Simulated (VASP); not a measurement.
# TiS2 (P-3m1) in VASP: single point with HSE06

Aim: the single point of TiS2 with HSE06.

Everything below comes from runs of VASP 6.6.1. Logs are shortened: lines on timing, memory, paths and dates and some standing lists are left out, and cuts for length are marked.

## (1) The cell of the first run

The structure is trigonal, space group P-3m1 (No. 164). Conventional cell: a = 3.411 Å, b = 3.411 Å, c = 5.739 Å, α = 90.00°, β = 90.00°, γ = 120.00°. Ti (site symmetry -3m) has 6 S at 2.42 Å within 3.2 Å. S (site symmetry 3m) has 3 Ti at 2.42 Å within 3.2 Å.

## (2) Single point, HSE06

File POSCAR:

```
TiS2
1.0
    3.4106015668      0.0000000000      0.0000000000
   -1.7053007834      2.9536675990      0.0000000000
    0.0000000000      0.0000000000      5.7387203108
Ti S
1 2
Direct
    0.0000000000      0.0000000000      0.0000000000
    0.3333333333      0.6666666667      0.2449123130
    0.6666666667      0.3333333333      0.7550876870
```

File INCAR.step1:

```
  PREC = Accurate
  ENCUT = 400
  EDIFF = 1E-5
  ISMEAR = -1
  SIGMA = 0.02
  LREAL = False
  LASPH = True
  NELM = 120
  ALGO = Normal
  ISIF = 2
  LWAVE = True
  GGA = PE
  NBANDS = 19
  GGA_COMPAT = False
```

File INCAR.step2:

```
  PREC = Accurate
  ENCUT = 400
  EDIFF = 1E-6
  ISMEAR = -1
  SIGMA = 0.02
  LREAL = False
  LASPH = True
  NELM = 120
  ALGO = Normal
  ISIF = 2
  LWAVE = False
  LCHARG = True
  GGA = PE
  LHFCALC = True
  HFSCREEN = 0.2079
  PRECFOCK = Normal
  LELF = True
  LVHAR = True
  ISTART = 1
  NBANDS = 19
  GGA_COMPAT = False
```

File KPOINTS:

```
regular mesh
0
Gamma
  6 6 4
```

Potentials or basis: VASP PAW PBE potentials, release 64 (Ti_sv, S).

Started as:

```
$ cat potpaw_PBE.64/Ti_sv/POTCAR potpaw_PBE.64/S/POTCAR > POTCAR
$ cp INCAR.step1 INCAR
$ mpirun -np 1 vasp_std > vasp.out
$ cp INCAR.step2 INCAR
$ mpirun -np 1 vasp_std > vasp.out
```

OUTCAR:

```text
PREC = Accurate
   ENCUT = 400
   EDIFF = 1E-6
   ISMEAR = -1
   LREAL = False
   LASPH = True
   NELM = 120
   ISIF = 2
   GGA = PE
   LHFCALC = True
   HFSCREEN = 0.2079
   PRECFOCK = Normal
   ISTART = 1

 ion  position               nearest neighbor table
   1  0.000  0.000  0.000-   2 2.42   3 2.42   2 2.42   3 2.42   3 2.42   2 2.42
   2  0.333  0.667  0.245-   1 2.42   1 2.42   1 2.42
   3  0.667  0.333  0.755-   1 2.42   1 2.42   1 2.42

  LATTYP: Found a hexagonal cell.
 ALAT       =     3.4106015668
 C/A-ratio  =     1.6826123481

  Lattice vectors:

 A1 = (   3.4106015668,   0.0000000000,   0.0000000000)
 A2 = (  -1.7053007834,   2.9536675990,   0.0000000000)
 A3 = (   0.0000000000,   0.0000000000,   5.7387203108)

Analysis of symmetry for initial positions (statically):
=====================================================================
 Subroutine PRICEL returns:
 Original cell was already a primitive cell.

 Routine SETGRP: Setting up the symmetry group for a
 hexagonal supercell.

 Subroutine GETGRP returns: Found 12 space group operations
 (whereof 12 operations were pure point group operations)
 out of a pool of 24 trial point group operations.

The static configuration has the point symmetry D_3d.

Analysis of symmetry for dynamics (positions and initial velocities):
=====================================================================
 Subroutine PRICEL returns:
 Original cell was already a primitive cell.

 Routine SETGRP: Setting up the symmetry group for a
 hexagonal supercell.

 Subroutine GETGRP returns: Found 12 space group operations
 (whereof 12 operations were pure point group operations)
 out of a pool of 24 trial point group operations.

The dynamic configuration has the point symmetry D_3d.

 Subroutine INISYM returns: Found 12 space group operations
 (whereof 12 operations are pure point group operations),
 and found     1 'primitive' translations

----------------------------------------------------------------------------------------

                                     Primitive cell

  volume of cell :      57.8106

  direct lattice vectors                    reciprocal lattice vectors
     3.410601567  0.000000000  0.000000000     0.293203407  0.169281066  0.000000000
    -1.705300783  2.953667599  0.000000000     0.000000000  0.338562132  0.000000000
     0.000000000  0.000000000  5.738720311     0.000000000  0.000000000  0.174254877

  length of vectors
     3.410601567  3.410601567  5.738720311     0.338562132  0.338562132  0.174254877

  position of ions in fractional coordinates (direct lattice)
     0.000000000  0.000000000  0.000000000
     0.333333333  0.666666667  0.244912313
     0.666666667  0.333333333  0.755087687

  ion indices of the primitive-cell ions
   primitive index   ion index
                 1           1
                 2           2
                 3           3

----------------------------------------------------------------------------------------

 KPOINTS: regular mesh

Automatic generation of k-mesh.
 Grid dimensions read from file:
 generate k-points for:    6    6    4

 Generating k-lattice:

  Cartesian coordinates                     Fractional coordinates (reciprocal lattice)
     0.048867235  0.028213511  0.000000000     0.166666667 -0.000000000  0.000000000
     0.000000000  0.056427022  0.000000000     0.000000000  0.166666667  0.000000000
     0.000000000  0.000000000  0.043563719     0.000000000  0.000000000  0.250000000

  Length of vectors
     0.056427022  0.056427022  0.043563719

  Shift w.r.t. Gamma in fractional coordinates (k-lattice)
     0.000000000  0.000000000  0.000000000

 Subroutine IBZKPT returns following result:
 ===========================================

 Found     24 irreducible k-points:

 Following reciprocal coordinates:
            Coordinates               Weight
  0.000000  0.000000  0.000000      1.000000
  0.166667 -0.000000  0.000000      6.000000
  0.333333  0.000000  0.000000      6.000000
  0.500000  0.000000  0.000000      3.000000
  0.166667  0.166667  0.000000      6.000000
  0.333333  0.166667  0.000000     12.000000
[... 16 lines left out ...]
  0.333333  0.166667  0.500000     12.000000
  0.333333  0.333333  0.500000      2.000000
   k-points           NKPTS =     24   k-points in BZ     NKDIM =    144   number of bands    NBANDS=     19
   number of dos      NEDOS =    301   number of ions     NIONS =      3
   total plane-waves  NPLWV =  23040
   dimension x,y,z NGX =    24 NGY =   24 NGZ =   40
   dimension x,y,z NGXF=    48 NGYF=   48 NGZF=   80
   ions per type =               1   2
   NGX,Y,Z   is equivalent  to a cutoff of  11.70, 11.70, 11.59 a.u.
   NGXF,Y,Z  is equivalent  to a cutoff of  23.40, 23.40, 23.18 a.u.
 SYSTEM =  unknown system
   PREC   = accura    normal or accurate (medium, high low for compatibility)
   ISTART =      1    job   : 0-new  1-cont  2-samecut
   ICHARG =      0    charge: 1-file 2-atom 10-const
   ISPIN  =      1    spin polarized calculation?
   LNONCOLLINEAR =      F non collinear calculations
   LSORBIT =      F    spin-orbit coupling
   LASPH  =      T    aspherical Exc in radial PAW
   ENCUT  =  400.0 eV  29.40 Ry    5.42 a.u.   5.56  5.56  9.36*2*pi/ulx,y,z
   NELM   =    120;   NELMIN=  2; NELMDL=  0     # of ELM steps
   EDIFF  = 0.1E-05   stopping-criterion for ELM
   LREAL  =      F    real-space projection
   EDIFFG = 0.1E-04   stopping-criterion for IOM
   NSW    =      0    number of steps for IOM
   IBRION =     -1    ionic relax: 0-MD 1-quasi-New 2-CG
   NFREE  =      0    steps in history (QN), initial steepest desc. (CG)
   ISIF   =      2    stress and relaxation
   ISYM   =      3    0-nonsym 1-usesym 2-fastsym
   POTIM  = 0.5000    time-step for ionic-motion
   TEBEG  =    0.0;   TEEND  =   0.0 temperature during run
   PSTRESS=    0.0 pullay stress
   NELECT =      24.0000    total number of electrons
   NUPDOWN=      -1.0000    fix difference up-down
   EMIN   =  10.00;   EMAX   =-10.00  energy-range for DOS
   EFERMI =   0.00;   METHOD = LEGACY
   ISMEAR =    -1;   SIGMA  =   0.02  broadening in eV -4-tet -1-fermi 0-gaus
   EFERMI_NEDOS =   21; number of points for ismear=-14 and -15
   IALGO  =     38    algorithm
   IMIX   =      1    mixing-type and parameters
     AMIX     =   0.40;   BMIX     =  1.00
     AMIX_MAG =   1.60;   BMIX_MAG =  1.00
  volume/ion in A,a.u.               =      19.27       130.04
  Fermi-wavevector in a.u.,A,eV,Ry     =   1.221263  2.307853 20.292877  1.491484
  Thomas-Fermi vector in A             =   2.356452
   LORBIT       =      0    0 simple, 1 ext, 2 COOP (PROOUT), +10 PAW based schemes
   GGA     = PE    functional components
   LHFCALC =     T    Hartree Fock is set to
   PRECFOCK=normal    Normal, Fast or Accurate (Low or Medium for compatibility)
   ENCUT4O =  -1.0   cutoff for four orbital integrals eV
   NKREDX  =     1    reduce k-point grid by
   NKREDY  =     1    reduce k-point grid by
   NKREDZ  =     1    reduce k-point grid by
   AEXX    =    0.2500 exact exchange contribution
   HFSCREEN=    0.2079 screening length (either q_TF or 0.3 A-1)
   HFSCREENC=   0.2079 screening length for correlation (either q_TF or 0.3 A-1)
   ENCUTFOCK=  -1.0 apply spherical cutoff to Coloumb kernel
   IVDW    =     0    specifies the selected vdW correction
   LEPSILON=     F    determine dielectric tensor
   LRPA    =     F    only Hartree local field effects (RPA)
 non-spin polarized calculation
  energy-cutoff  :      400.00
  volume of cell :       57.81
 maximum number of plane-waves:      1074
 NGX is ok and might be reduce to    24
  NGX = 18; NGY = 18; NGZ = 30

 number of electron      24.0000001 magnetization

 Free energy of the ion-electron system (eV)
  ---------------------------------------------------
  ext. energy  EPLUGINS =         0.00000000
  ---------------------------------------------------
  free energy    TOTEN  =       -24.20648439 eV

  energy without entropy =      -24.20648438  energy(sigma->0) =      -24.20648439

 E-fermi :   5.3197     XC(G=0):  -8.3140

 val. band max:        5.0231075174   @ k =   0.0000   0.0000   0.0000
 cond. band min:       5.6239180356   @ k =   0.5000   0.0000   0.5000
 fundamental gap:      0.6008105182
 Fermi energy:         5.3197064412

 k-point     1 :       0.0000    0.0000    0.0000
  band No.  band energies     occupation
      1     -57.5969      2.00000
      2     -32.1826      2.00000
      3     -32.1137      2.00000
      4     -32.1137      2.00000
      5     -10.3483      2.00000
      6      -8.4766      2.00000
[... 11 lines left out ...]
     18      11.8761      0.00000
     19      12.8037      0.00000

 k-point     2 :       0.1667   -0.0000    0.0000
  band No.  band energies     occupation
      1     -57.5937      2.00000
      2     -32.1760      2.00000
      3     -32.1516      2.00000
      4     -32.1226      2.00000
      5      -9.9937      2.00000
      6      -8.4099      2.00000
[... 11 lines left out ...]
     18      13.2791      0.00000
     19      14.0055      0.00000

 k-point     3 :       0.3333    0.0000    0.0000
  band No.  band energies     occupation
      1     -57.5867      2.00000
      2     -32.2269      2.00000
      3     -32.1626      2.00000
      4     -32.1402      2.00000
      5      -9.1319      2.00000
      6      -8.2965      2.00000
[... 11 lines left out ...]
     18      13.1165      0.00000
     19      13.8113      0.00000

 k-point     4 :       0.5000    0.0000    0.0000
  band No.  band energies     occupation
      1     -57.5830      2.00000
      2     -32.2642      2.00000
      3     -32.1560      2.00000
      4     -32.1489      2.00000
      5      -8.4672      2.00000
      6      -8.3673      2.00000
[... 407 lines left out ...]
     18      14.2959      0.00000
     19      14.6374      0.00000

 k-point    23 :       0.3333    0.1667    0.5000
  band No.  band energies     occupation
      1     -57.5831      2.00000
      2     -32.2447      2.00000
      3     -32.1686      2.00000
      4     -32.1560      2.00000
      5      -8.5126      2.00000
      6      -8.3196      2.00000
[... 11 lines left out ...]
     18      12.7850      0.00000
     19      13.6578      0.00000

 k-point    24 :       0.3333    0.3333    0.5000
  band No.  band energies     occupation
      1     -57.5814      2.00000
      2     -32.2181      2.00000
      3     -32.2181      2.00000
      4     -32.1531      2.00000
      5      -8.2532      2.00000
      6      -8.2532      2.00000
[... 11 lines left out ...]
     18      13.7904      0.00000
     19      13.7904      0.00000

------------------------ aborting loop because EDIFF is reached ----------------------------------------

  FORCE on cell =-STRESS in cart. coord.  units (eV):
  Direction    XX          YY          ZZ          XY          YZ          ZX
  --------------------------------------------------------------------------------------
  -------------------------------------------------------------------------------------
  Total       -0.1946449     -0.1946449     -0.0229969      0.0000000      0.0000000      0.0000000
  in kB       -5.3944348     -5.3944348     -0.6373417      0.0000000      0.0000000      0.0000000
  external PRESSURE =      -3.8087371 kB  Pullay stress =       0.0000000 kB

 VOLUME and BASIS-vectors are now :
 -----------------------------------------------------------------------------
  energy-cutoff  :      400.00
  volume of cell :       57.81
      direct lattice vectors                 reciprocal lattice vectors
     3.410601567  0.000000000  0.000000000     0.293203407  0.169281066  0.000000000
    -1.705300783  2.953667599  0.000000000     0.000000000  0.338562132  0.000000000
     0.000000000  0.000000000  5.738720311     0.000000000  0.000000000  0.174254877

 POSITION                                       TOTAL-FORCE (eV/Angst)
 -----------------------------------------------------------------------------------
      0.00000      0.00000      0.00000         0.000000      0.000000      0.000000
     -0.00000      1.96911      1.40548        -0.000000     -0.000000     -0.235311
      1.70530      0.98456      4.33324         0.000000      0.000000      0.235311
 -----------------------------------------------------------------------------------
    total drift:                               -0.000000     -0.000000     -0.000001

  FREE ENERGIE OF THE ION-ELECTRON SYSTEM (eV)
  ---------------------------------------------------
  free  energy   TOTEN  =       -24.2064843894 eV

  energy  without entropy=      -24.2064843827  energy(sigma->0) =      -24.20648439
```

Run time: 78 min. Hardware: 1 thread of Intel Xeon Platinum 8259CL at 2.50GHz (Skylake/Cascade Lake), shared host; peak memory 0.28 GiB.

Results:

```yaml
Free_energy: -24.2065 eV
Pressure: -0.4 GPa
Largest_force: 0.235 eV/Å
Band_gap_on_the_k_mesh: 0.60 eV (least direct gap 1.15 eV)
```

Forces on the atoms (eV/Å):
```
Ti   0.000  0.000  0.000
S    0.000  0.000 -0.235
S    0.000  0.000  0.235
```

Levels at points of the mesh, in eV from the valence-band top:
| k point | band 8 | band 9 | band 10 | band 11 | band 12 | band 13 | band 14 | band 15 | band 16 | band 17 |
| --- | --- | --- | --- | --- | --- | --- | --- | --- | --- | --- |
| (0.00, 0.00, 0.00) | -3.38 | -3.38 | -0.19 | 0.00 | 0.00 | 1.15 | 1.15 | 1.77 | 4.28 | 4.28 |
| (0.50, 0.00, 0.00) | -4.36 | -3.34 | -3.21 | -2.98 | -1.90 | 0.85 | 2.42 | 2.91 | 4.51 | 4.67 |
| (0.00, 0.00, 0.50) | -3.34 | -3.34 | -2.66 | -0.16 | -0.16 | 1.13 | 1.13 | 2.38 | 4.57 | 4.57 |
| (0.50, 0.00, 0.50) | -5.10 | -3.38 | -3.28 | -1.60 | -1.59 | 0.60 | 2.40 | 2.87 | 4.21 | 5.12 |

Caveat: the PAW data sets were made with another functional, which shifts forces and pressure a little; this functional lacks dispersion, which binds layers or chains, so the pressure and a relaxed spacing across them are unreliable. A k mesh can miss the band edges.
